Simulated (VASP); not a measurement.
# Cd2TeO (Cmmm) in VASP: single point with PBE

Aim: the single point of Cd2TeO with PBE.

Program: VASP 6.6.1. These are calculated values, not measurements. Logs are shortened: lines on timing, memory, paths and dates and some standing lists are left out, and cuts for length are marked.

### Step 1. The cell of the first run

It takes space group Cmmm (No. 65, orthorhombic). The conventional cell has a = 6.068 Å, b = 6.367 Å, c = 4.849 Å, α = 90.00°, β = 90.00°, γ = 90.00°. Within 3.2 Å of Cd (site symmetry mmm) lie 2 Cd at 2.42 Å and 4 Te at 3.03 to 3.18 Å. Within 3.2 Å of Cd (site symmetry mmm) lie 2 Cd at 2.42 Å and 4 O at 3.03 to 3.18 Å. Within 3.2 Å of Te (site symmetry mmm) lie 2 O at 2.42 Å and 4 Cd at 3.03 to 3.18 Å. Within 3.2 Å of O (site symmetry mmm) lie 2 Te at 2.42 Å and 4 Cd at 3.03 to 3.18 Å.

### Step 2. Single point, PBE

INCAR

```
SYSTEM = Cd2TeO
  ALGO = Normal
  EDIFF = 1E-6
  ENCUT = 600
  GGA = PE
  GGA_COMPAT = .False.
  ISIF = 2
  ISMEAR = 0
  LASPH = .True.
  LCHARG = .False.
  LREAL = .False.
  LWAVE = .False.
  NBANDS = 26
  NELM = 120
  PREC = Accurate
  SIGMA = 0.1
```

KPOINTS

```
k-points
0
Gamma
  4 4 4
  0 0 0
```

POSCAR

```
Cd2TeO
1.0
    3.0340250300     -3.1835409600      0.0000000000
    3.0340250300      3.1835409600      0.0000000000
    0.0000000000      0.0000000000      4.8491800000
Cd Te O
2 1 1
Direct
    0.5000000000      0.5000000000      0.5000000000
    0.5000000000      0.5000000000      0.0000000000
    0.0000000000      0.0000000000      0.5000000000
    0.0000000000      0.0000000000      0.0000000000
```

Potentials or basis: VASP PAW PBE potentials, release 64 (Cd, Te, O).

Run with:

```bash
$ cat potpaw_PBE.64/Cd/POTCAR potpaw_PBE.64/Te/POTCAR potpaw_PBE.64/O/POTCAR > POTCAR
$ mpirun -np 1 vasp_std > vasp.out
```

OUTCAR:

```text
SYSTEM = Cd2TeO
   EDIFF = 1E-6
   ENCUT = 600
   GGA = PE
   ISIF = 2
   ISMEAR = 0
   LASPH = .True.
   LREAL = .False.
   NELM = 120
   PREC = Accurate

 ion  position               nearest neighbor table
   1  0.500  0.500  0.500-   2 2.42   2 2.42   3 3.03   3 3.03   3 3.18   3 3.18
   2  0.500  0.500  0.000-   1 2.42   1 2.42
   3  0.000  0.000  0.500-   4 2.42   4 2.42   1 3.03   1 3.03   1 3.18   1 3.18
   4  0.000  0.000  0.000-   3 2.42   3 2.42

  LATTYP: Found a base centered orthorhombic cell.
 ALAT       =     6.0680500600
 B/A-ratio  =     1.0492797286
 C/A-ratio  =     0.7991331568

  Lattice vectors:

 A1 = (   3.0340250300,  -3.1835409600,   0.0000000000)
 A2 = (   3.0340250300,   3.1835409600,   0.0000000000)
 A3 = (   0.0000000000,   0.0000000000,   4.8491800000)

Analysis of symmetry for initial positions (statically):
=====================================================================
 Subroutine PRICEL returns:
 Original cell was already a primitive cell.

 Routine SETGRP: Setting up the symmetry group for a
 base centered orthorhombic supercell.

 Subroutine GETGRP returns: Found  8 space group operations
 (whereof  8 operations were pure point group operations)
 out of a pool of  8 trial point group operations.

The static configuration has the point symmetry D_2h.

Analysis of symmetry for dynamics (positions and initial velocities):
=====================================================================
 Subroutine PRICEL returns:
 Original cell was already a primitive cell.

 Routine SETGRP: Setting up the symmetry group for a
 base centered orthorhombic supercell.

 Subroutine GETGRP returns: Found  8 space group operations
 (whereof  8 operations were pure point group operations)
 out of a pool of  8 trial point group operations.

The dynamic configuration has the point symmetry D_2h.

 Subroutine INISYM returns: Found  8 space group operations
 (whereof  8 operations are pure point group operations),
 and found     1 'primitive' translations

----------------------------------------------------------------------------------------

                                     Primitive cell

  volume of cell :      93.6759

  direct lattice vectors                    reciprocal lattice vectors
     3.034025030 -3.183540960  0.000000000     0.164797586 -0.157057819  0.000000000
     3.034025030  3.183540960  0.000000000     0.164797586  0.157057819  0.000000000
     0.000000000  0.000000000  4.849180000     0.000000000  0.000000000  0.206220433

  length of vectors
     4.397754078  4.397754078  4.849180000     0.227651933  0.227651933  0.206220433

  position of ions in fractional coordinates (direct lattice)
     0.500000000  0.500000000  0.500000000
     0.500000000  0.500000000  0.000000000
     0.000000000  0.000000000  0.500000000
     0.000000000  0.000000000  0.000000000

  ion indices of the primitive-cell ions
   primitive index   ion index
                 1           1
                 2           2
                 3           3
                 4           4

----------------------------------------------------------------------------------------

 KPOINTS: k-points

Automatic generation of k-mesh.
 Grid dimensions read from file:
 generate k-points for:    4    4    4

 Generating k-lattice:

  Cartesian coordinates                     Fractional coordinates (reciprocal lattice)
     0.041199396 -0.039264455  0.000000000     0.250000000  0.000000000  0.000000000
     0.041199396  0.039264455  0.000000000     0.000000000  0.250000000  0.000000000
     0.000000000  0.000000000  0.051555108     0.000000000  0.000000000  0.250000000

  Length of vectors
     0.056912983  0.056912983  0.051555108

  Shift w.r.t. Gamma in fractional coordinates (k-lattice)
     0.000000000  0.000000000  0.000000000

 Subroutine IBZKPT returns following result:
 ===========================================

 Found     21 irreducible k-points:

 Following reciprocal coordinates:
            Coordinates               Weight
  0.000000  0.000000  0.000000      1.000000
  0.250000  0.000000  0.000000      4.000000
  0.500000  0.000000  0.000000      2.000000
  0.250000  0.250000  0.000000      2.000000
  0.500000  0.250000  0.000000      4.000000
 -0.250000  0.250000  0.000000      2.000000
[... 13 lines left out ...]
 -0.250000  0.250000  0.500000      2.000000
  0.500000  0.500000  0.500000      1.000000
   k-points           NKPTS =     21   k-points in BZ     NKDIM =     21   number of bands    NBANDS=     26
   number of dos      NEDOS =    301   number of ions     NIONS =      4
   total plane-waves  NPLWV =  51840
   dimension x,y,z NGX =    36 NGY =   36 NGZ =   40
   dimension x,y,z NGXF=    72 NGYF=   72 NGZF=   80
   ions per type =               2   1   1
   NGX,Y,Z   is equivalent  to a cutoff of  13.61, 13.61, 13.71 a.u.
   NGXF,Y,Z  is equivalent  to a cutoff of  27.22, 27.22, 27.43 a.u.
 SYSTEM =  Cd2TeO
   PREC   = accura    normal or accurate (medium, high low for compatibility)
   ISTART =      0    job   : 0-new  1-cont  2-samecut
   ICHARG =      2    charge: 1-file 2-atom 10-const
   ISPIN  =      1    spin polarized calculation?
   LNONCOLLINEAR =      F non collinear calculations
   LSORBIT =      F    spin-orbit coupling
   LASPH  =      T    aspherical Exc in radial PAW
   ENCUT  =  600.0 eV  44.10 Ry    6.64 a.u.   8.78  8.78  9.69*2*pi/ulx,y,z
   NELM   =    120;   NELMIN=  2; NELMDL= -5     # of ELM steps
   EDIFF  = 0.1E-05   stopping-criterion for ELM
   LREAL  =      F    real-space projection
   EDIFFG = 0.1E-04   stopping-criterion for IOM
   NSW    =      0    number of steps for IOM
   IBRION =     -1    ionic relax: 0-MD 1-quasi-New 2-CG
   NFREE  =      0    steps in history (QN), initial steepest desc. (CG)
   ISIF   =      2    stress and relaxation
   ISYM   =      2    0-nonsym 1-usesym 2-fastsym
   POTIM  = 0.5000    time-step for ionic-motion
   TEBEG  =    0.0;   TEEND  =   0.0 temperature during run
   PSTRESS=    0.0 pullay stress
   NELECT =      36.0000    total number of electrons
   NUPDOWN=      -1.0000    fix difference up-down
   EMIN   =  10.00;   EMAX   =-10.00  energy-range for DOS
   EFERMI =   0.00;   METHOD = LEGACY
   ISMEAR =     0;   SIGMA  =   0.10  broadening in eV -4-tet -1-fermi 0-gaus
   EFERMI_NEDOS =   21; number of points for ismear=-14 and -15
   IALGO  =     38    algorithm
   IMIX   =      4    mixing-type and parameters
     AMIX     =   0.40;   BMIX     =  1.00
     AMIX_MAG =   1.60;   BMIX_MAG =  1.00
  volume/ion in A,a.u.               =      23.42       158.04
  Fermi-wavevector in a.u.,A,eV,Ry     =   1.190236  2.249220 19.274849  1.416661
  Thomas-Fermi vector in A             =   2.326325
   LORBIT       =      0    0 simple, 1 ext, 2 COOP (PROOUT), +10 PAW based schemes
   GGA     = PE    functional components
   LHFCALC =     F    Hartree Fock is set to
   AEXX    =    0.0000 exact exchange contribution
   IVDW    =     0    specifies the selected vdW correction
   LEPSILON=     F    determine dielectric tensor
   LRPA    =     F    only Hartree local field effects (RPA)
 non-spin polarized calculation
 Gauss-broadening in eV      SIGMA  =   0.10
  energy-cutoff  :      600.00
  volume of cell :       93.68
 maximum number of plane-waves:      3145
   NGX = 17   NGY = 17   NGZ = 19

 number of electron      35.9999988 magnetization

 Free energy of the ion-electron system (eV)
  ---------------------------------------------------
  ext. energy  EPLUGINS =         0.00000000
  ---------------------------------------------------
  free energy    TOTEN  =        -8.67482454 eV

  energy without entropy =       -8.66143119  energy(sigma->0) =       -8.66812786

 E-fermi :   2.7504     XC(G=0):  -9.6965

 val. band max:        2.7459048486   @ k =   0.2500   0.0000   0.0000
 cond. band min:       2.7654345602   @ k =   0.5000   0.0000   0.5000
 fundamental gap:      0.0195297117
 Fermi energy:         2.7503708730

 k-point     1 :       0.0000    0.0000    0.0000
  band No.  band energies     occupation
      1     -13.7424      2.00000
      2      -8.1497      2.00000
      3      -8.0942      2.00000
      4      -6.8646      2.00000
      5      -6.8536      2.00000
      6      -6.0165      2.00000
[... 18 lines left out ...]
     25      11.6474      0.00000
     26      11.8708      0.00000

 k-point     2 :       0.2500    0.0000    0.0000
  band No.  band energies     occupation
      1     -13.7234      2.00000
      2      -8.1338      2.00000
      3      -7.8822      2.00000
      4      -6.8913      2.00000
      5      -6.8560      2.00000
      6      -6.0586      2.00000
[... 18 lines left out ...]
     25      11.1039      0.00000
     26      11.4221      0.00000

 k-point     3 :       0.5000    0.0000    0.0000
  band No.  band energies     occupation
      1     -13.7043      2.00000
      2      -8.1317      2.00000
      3      -7.5922      2.00000
      4      -6.9211      2.00000
      5      -6.8547      2.00000
      6      -6.1351      2.00000
[... 18 lines left out ...]
     25      11.8245      0.00000
     26      11.9111      0.00000

 k-point     4 :       0.2500    0.2500    0.0000
  band No.  band energies     occupation
      1     -13.7086      2.00000
      2      -8.1318      2.00000
      3      -7.7403      2.00000
      4      -6.8965      2.00000
      5      -6.8720      2.00000
      6      -6.0274      2.00000
[... 18 lines left out ...]
     25      10.5782      0.00000
     26      10.6781      0.00000
[... 409 lines left out ...]
      1     -13.5679      2.00000
      2      -8.5113      2.00000
      3      -6.5418      2.00000
      4      -6.2283      2.00000
      5      -6.2005      2.00000
      6      -6.0788      2.00000
[... 18 lines left out ...]
     25      13.2750      0.00000
     26      13.5425      0.00000

 k-point    20 :      -0.2500    0.2500    0.5000
  band No.  band energies     occupation
      1     -13.5772      2.00000
      2      -8.6424      2.00000
      3      -6.5198      2.00000
      4      -6.2168      2.00000
      5      -6.1955      2.00000
      6      -6.0809      2.00000
[... 18 lines left out ...]
     25      12.4705      0.00000
     26      12.5806      0.00000

 k-point    21 :       0.5000    0.5000    0.5000
  band No.  band energies     occupation
      1     -13.5633      2.00000
      2      -8.5287      2.00000
      3      -6.5249      2.00000
      4      -6.2323      2.00000
      5      -6.2139      2.00000
      6      -6.0747      2.00000
[... 18 lines left out ...]
     25      14.6551      0.00000
     26      14.8090      0.00000

------------------------ aborting loop because EDIFF is reached ----------------------------------------

  FORCE on cell =-STRESS in cart. coord.  units (eV):
  Direction    XX          YY          ZZ          XY          YZ          ZX
  --------------------------------------------------------------------------------------
  -------------------------------------------------------------------------------------
  Total       -1.0889606     -1.8395005      8.3613863     -0.0000000      0.0000000      0.0000000
  in kB      -18.6249393    -31.4617301    143.0082094     -0.0000000      0.0000000      0.0000000
  external PRESSURE =      30.9738466 kB  Pullay stress =       0.0000000 kB

 VOLUME and BASIS-vectors are now :
 -----------------------------------------------------------------------------
  energy-cutoff  :      600.00
  volume of cell :       93.68
      direct lattice vectors                 reciprocal lattice vectors
     3.034025030 -3.183540960  0.000000000     0.164797586 -0.157057819  0.000000000
     3.034025030  3.183540960  0.000000000     0.164797586  0.157057819  0.000000000
     0.000000000  0.000000000  4.849180000     0.000000000  0.000000000  0.206220433

 POSITION                                       TOTAL-FORCE (eV/Angst)
 -----------------------------------------------------------------------------------
      3.03403      0.00000      2.42459        -0.000000     -0.000000      0.000000
      3.03403      0.00000      0.00000        -0.000000      0.000000      0.000000
      0.00000      0.00000      2.42459         0.000000     -0.000000      0.000000
      0.00000      0.00000      0.00000         0.000000     -0.000000      0.000000
 -----------------------------------------------------------------------------------
    total drift:                                0.000000      0.000000      0.000000

  FREE ENERGIE OF THE ION-ELECTRON SYSTEM (eV)
  ---------------------------------------------------
  free  energy   TOTEN  =        -8.6748245362 eV

  energy  without entropy=       -8.6614311889  energy(sigma->0) =       -8.66812786
```

It took 42 s on 1 thread of Intel Xeon 6975P-C, shared host; peak memory 0.25 GiB.

Results:

| Quantity | Value |
| --- | --- |
| Free energy | -8.6748 eV |
| Pressure | 3.1 GPa |
| Band gap on the k mesh | zero (band 18 reaches 3.38 eV, above the bottom of band 19 at 1.54 eV) |

Stress tensor (GPa, compression positive):
```
-1.86  0.00  0.00
 0.00 -3.15  0.00
 0.00  0.00 14.30
```

Caveat: spin-orbit coupling is left out, which moves the levels of the heavy elements.
